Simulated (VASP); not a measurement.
# ZnSe (CsCl type) (Pm-3m) in VASP: notebook

ZnSe (CsCl type) is run at these levels: PBE; tasks: relaxation of cell and atoms.

Everything below comes from runs of VASP 6.6.1. Logs are shortened: lines on timing, memory, paths and dates and some standing lists are left out, and cuts for length are marked.

### Step 1. The cell of the first run

The structure is cubic, space group Pm-3m (No. 221). Conventional cell: a = 3.158 Å, b = 3.158 Å, c = 3.158 Å, α = 90.00°, β = 90.00°, γ = 90.00°. Within 3.6 Å of Zn (site symmetry m-3m) lie 8 Se at 2.74 Å and 6 Zn at 3.16 Å. Within 3.6 Å of Se (site symmetry m-3m) lie 8 Zn at 2.74 Å and 6 Se at 3.16 Å.

### Step 2. Relaxation of cell and atoms, PBE, target pressure 15 GPa, at which the enthalpy is minimised

Input file INCAR:

```
PREC = Accurate
ENCUT = 600
EDIFF = 1E-6
ISMEAR = -1
SIGMA = 0.05
LREAL = F
LASPH = T
NELM = 60
ALGO = Normal
ISIF = 3
LWAVE = F
LCHARG = F
GGA = PE
IBRION = 2
NSW = 60
EDIFFG = -0.005
PSTRESS = 150.0
```

Input file KPOINTS:

```
regular mesh
0
Gamma
  14 14 14
```

Input file POSCAR:

```
ZnSe
1.0
    3.1582701015      0.0000000000      0.0000000000
    0.0000000000      3.1582701015      0.0000000000
    0.0000000000      0.0000000000      3.1582701015
Zn Se
1 1
Direct
    0.0000000000      0.0000000000      0.0000000000
    0.5000000000      0.5000000000      0.5000000000
```

Potentials or basis: VASP PAW PBE potentials, release 64 (Zn, Se).

Launch:

```bash
cat potpaw_PBE.64/Zn/POTCAR potpaw_PBE.64/Se/POTCAR > POTCAR
mpirun -np 1 vasp_std > vasp.out
```

OUTCAR:

```text
PREC = Accurate
   ENCUT = 600
   EDIFF = 1E-6
   ISMEAR = -1
   LREAL = F
   LASPH = T
   NELM = 60
   ISIF = 3
   GGA = PE
   IBRION = 2
   NSW = 60
   EDIFFG = -0.005
   PSTRESS = 150.0

 ion  position               nearest neighbor table
   1  0.000  0.000  0.000-   2 2.74   2 2.74   2 2.74   2 2.74   2 2.74   2 2.74   2 2.74   2 2.74

   2  0.500  0.500  0.500-   1 2.74   1 2.74   1 2.74   1 2.74   1 2.74   1 2.74   1 2.74   1 2.74

  LATTYP: Found a simple cubic cell.
 ALAT       =     3.1582701015

  Lattice vectors:

 A1 = (   3.1582701015,   0.0000000000,   0.0000000000)
 A2 = (   0.0000000000,   3.1582701015,   0.0000000000)
 A3 = (   0.0000000000,   0.0000000000,   3.1582701015)

Analysis of symmetry for initial positions (statically):
=====================================================================
 Subroutine PRICEL returns:
 Original cell was already a primitive cell.

 Routine SETGRP: Setting up the symmetry group for a
 simple cubic supercell.

 Subroutine GETGRP returns: Found 48 space group operations
 (whereof 48 operations were pure point group operations)
 out of a pool of 48 trial point group operations.

The static configuration has the point symmetry O_h .

Analysis of symmetry for dynamics (positions and initial velocities):
=====================================================================
 Subroutine PRICEL returns:
 Original cell was already a primitive cell.

 Routine SETGRP: Setting up the symmetry group for a
 simple cubic supercell.

 Subroutine GETGRP returns: Found 48 space group operations
 (whereof 48 operations were pure point group operations)
 out of a pool of 48 trial point group operations.

The dynamic configuration has the point symmetry O_h .

 Subroutine INISYM returns: Found 48 space group operations
 (whereof 48 operations are pure point group operations),
 and found     1 'primitive' translations

----------------------------------------------------------------------------------------

                                     Primitive cell

  volume of cell :      31.5027

  direct lattice vectors                    reciprocal lattice vectors
     3.158270101  0.000000000  0.000000000     0.316629030  0.000000000  0.000000000
     0.000000000  3.158270101  0.000000000     0.000000000  0.316629030  0.000000000
     0.000000000  0.000000000  3.158270101     0.000000000  0.000000000  0.316629030

  length of vectors
     3.158270101  3.158270101  3.158270101     0.316629030  0.316629030  0.316629030

  position of ions in fractional coordinates (direct lattice)
     0.000000000  0.000000000  0.000000000
     0.500000000  0.500000000  0.500000000

[... 99 lines left out ...]
  Thomas-Fermi vector in A             =   2.485300
   LORBIT       =      0    0 simple, 1 ext, 2 COOP (PROOUT), +10 PAW based schemes
   GGA     = PE    functional components
   LHFCALC =     F    Hartree Fock is set to
   AEXX    =    0.0000 exact exchange contribution
   IVDW    =     0    specifies the selected vdW correction
   LEPSILON=     F    determine dielectric tensor
   LRPA    =     F    only Hartree local field effects (RPA)
 conjugate gradient relaxation of ions
 non-spin polarized calculation
  energy-cutoff  :      600.00
  volume of cell :       31.50
 maximum number of plane-waves:      1070
 NGX is ok and might be reduce to    28
   NGX = 13   NGY = 13   NGZ = 13

--------------------------------------- Ionic step        1  -------------------------------------------

 number of electron      17.9999986 magnetization

 Free energy of the ion-electron system (eV)
  ---------------------------------------------------
  ext. energy  EPLUGINS =         0.00000000
  ---------------------------------------------------
  free energy    TOTEN  =        -4.06115532 eV

  energy without entropy =       -4.05101718  energy(sigma->0) =       -4.05608625

------------------------ aborting loop because EDIFF is reached ----------------------------------------

  FORCE on cell =-STRESS in cart. coord.  units (eV):
  Direction    XX          YY          ZZ          XY          YZ          ZX
  --------------------------------------------------------------------------------------
  -------------------------------------------------------------------------------------
  Total        3.4567069      3.4567069      3.4567069     -0.0000000      0.0000000     -0.0000000
  in kB      175.8026174    175.8026174    175.8026174     -0.0000000      0.0000000     -0.0000000
  external PRESSURE =      25.8026174 kB  Pullay stress =     150.0000000 kB
[... 139 lines left out ...]
--------------------------------------- Ionic step        5  -------------------------------------------

 number of electron      17.9999982 magnetization

 Free energy of the ion-electron system (eV)
  ---------------------------------------------------
  ext. energy  EPLUGINS =         0.00000000
  ---------------------------------------------------
  free energy    TOTEN  =        -4.12382754 eV

  energy without entropy =       -4.11358146  energy(sigma->0) =       -4.11870450

 E-fermi :   5.5481     XC(G=0): -11.4673

 val. band max:        5.5465817591   @ k =   0.4286   0.2143   0.0714
 cond. band min:       5.5506623781   @ k =   0.3571   0.3571   0.0714
 fundamental gap:      0.0040806190
 Fermi energy:         5.5480681051

 k-point     1 :       0.0000    0.0000    0.0000
  band No.  band energies     occupation
      1     -10.2179      2.00000
      2      -1.9730      2.00000
      3      -1.9730      2.00000
      4      -1.5517      2.00000
      5      -1.5517      2.00000
      6      -1.5517      2.00000
      7       4.0951      2.00000
      8       4.0951      2.00000
      9       4.0951      2.00000
     10       4.9479      1.99999
     11      11.1126      0.00000
     12      11.1126      0.00000
     13      18.0354      0.00000
[... 354 lines left out ...]
  band No.  band energies     occupation
      1      -8.6077      2.00000
      2      -2.3506      2.00000
      3      -1.8378      2.00000
      4      -1.7494      2.00000
      5      -1.7291      2.00000
      6      -1.6007      2.00000
      7      -0.6184      2.00000
      8       2.1984      2.00000
      9       5.7836      0.01783
     10       7.9300      0.00000
     11      10.5411      0.00000
     12      13.7417      0.00000
     13      14.3511      0.00000

 [... further k-points ...]

------------------------ aborting loop because EDIFF is reached ----------------------------------------

  FORCE on cell =-STRESS in cart. coord.  units (eV):
  Direction    XX          YY          ZZ          XY          YZ          ZX
  --------------------------------------------------------------------------------------
  -------------------------------------------------------------------------------------
  Total        3.0152935      3.0152935      3.0152935      0.0000000      0.0000000     -0.0000000
  in kB      150.4089018    150.4089018    150.4089018      0.0000000      0.0000000     -0.0000000
  external PRESSURE =       0.4089018 kB  Pullay stress =     150.0000000 kB
[... 21 lines left out ...]
  energy  without entropy=       -4.1135814556  energy(sigma->0) =       -4.11870450

  enthalpy is  TOTEN    =        -1.1167314051 eV   P V=        3.0070961318

 reached required accuracy - stopping structural energy minimisation
```

OSZICAR:

```text
N       E                     dE             d eps       ncg     rms          rms(c)
DAV:   1     0.910741516992E+02    0.91074E+02   -0.10160E+04  3128   0.197E+03
DAV:   2     0.102916137145E+01   -0.90045E+02   -0.86132E+02  3280   0.311E+02
DAV:   3    -0.427947248976E+01   -0.53086E+01   -0.52112E+01  3720   0.717E+01
DAV:   4    -0.432683319481E+01   -0.47361E-01   -0.47337E-01  3400   0.659E+00
[... 36 lines left out ...]
DAV:   1    -0.412392061269E+01    0.20750E-02   -0.12361E-03  3760   0.810E-01    0.694E-02
DAV:   2    -0.412383895446E+01    0.81658E-04   -0.27543E-04  3665   0.505E-01    0.261E-02
DAV:   3    -0.412382974285E+01    0.92116E-05   -0.10527E-05  3303   0.325E-02    0.117E-02
DAV:   4    -0.412382792858E+01    0.18143E-05   -0.77105E-07  1645   0.252E-02    0.548E-03
DAV:   5    -0.412382753689E+01    0.39169E-06   -0.44328E-07  1580   0.145E-02
   5 F= -.11167314E+01 E0= -.11116084E+01  d E =-.212332E-05
```

CONTCAR:

```text
ZnSe
   1.00000000000000
     3.1787439390455385    0.0000000000000000   -0.0000000000000000
     0.0000000000000000    3.1787439390455385    0.0000000000000000
    -0.0000000000000000    0.0000000000000000    3.1787439390455385
  Zn              Se
     1     1
Direct
     0.0000000000000000    1.0000000000000000    0.0000000000000000
     0.5000000000000000    0.5000000000000000    0.5000000000000000

  0.00000000E+00  0.00000000E+00  0.00000000E+00
  0.00000000E+00  0.00000000E+00  0.00000000E+00
```

It took 3.1 min on 1 thread of Intel Xeon Platinum 8259CL at 2.50GHz (Skylake/Cascade Lake), shared host; peak memory 0.21 GiB.

What came out:

```yaml
Free_energy: -4.1238 eV
Relaxed_volume: 16.06 Å³/atom
Relaxed_cell: a = 3.179 Å, b = 3.179 Å, c = 3.179 Å, α = 90.00°, β = 90.00°, γ = 90.00°
Space_group_after_relaxing_to_0.1_Å: Pm-3m (No. 221)
Energy_change_on_relaxing_the_run_minimises_the_enthalpy: -31.3 meV/atom
Ionic_steps: 5
Pressure_after_relaxing: 15.0 GPa
Band_gap_on_the_k_mesh: zero (bands 9 and 10 overlap by 2.03 eV)
```

The path:
| step | energy change (eV) | largest force (eV/Å) | pressure (GPa) | volume (Å³) |
| --- | --- | --- | --- | --- |
| 1 | 0.0000 | 0.0000 | 17.58 | 31.50 |
| 2 | -0.1110 | 0.0000 | 12.98 | 32.67 |
| 3 | -0.0634 | 0.0000 | 15.06 | 32.13 |
| 4 | -0.0648 | 0.0000 | 14.95 | 32.14 |
| 5 | -0.0627 | 0.0000 | 15.04 | 32.12 |

Final structure:
```cif
data_structure
_symmetry_space_group_name_H-M 'P 1'
_symmetry_Int_Tables_number 1
_cell_length_a 3.1787
_cell_length_b 3.1787
_cell_length_c 3.1787
_cell_angle_alpha 90.000
_cell_angle_beta 90.000
_cell_angle_gamma 90.000
_cell_volume 32.12
loop_
_atom_site_label
_atom_site_type_symbol
_atom_site_fract_x
_atom_site_fract_y
_atom_site_fract_z
_atom_site_occupancy
Zn1 Zn 0.00000 0.00000 0.00000 1
Se1 Se 0.50000 0.50000 0.50000 1
```

Levels at points of the mesh, in eV from the Fermi level:
```
           k point  band 6  band 7  band 8  band 9  band 10  band 11  band 12  band 13
(0.00, 0.00, 0.00)   -7.10   -1.45   -1.45   -1.45    -0.60     5.56     5.56    12.49
(0.50, 0.00, 0.00)   -7.08   -6.61    0.39    0.39     3.67     5.21     6.72     6.72
(0.50, 0.50, 0.00)   -6.84   -6.17   -6.17   -2.47     0.88     8.55     8.55     9.13
(0.50, 0.50, 0.50)   -6.93   -3.03   -3.03   -3.03     0.48     0.48     0.48     1.50
```

Caveat: the cell is relaxed towards a set pressure, so the run minimises the enthalpy, not the energy.

(Continued in part 2 of 2.)
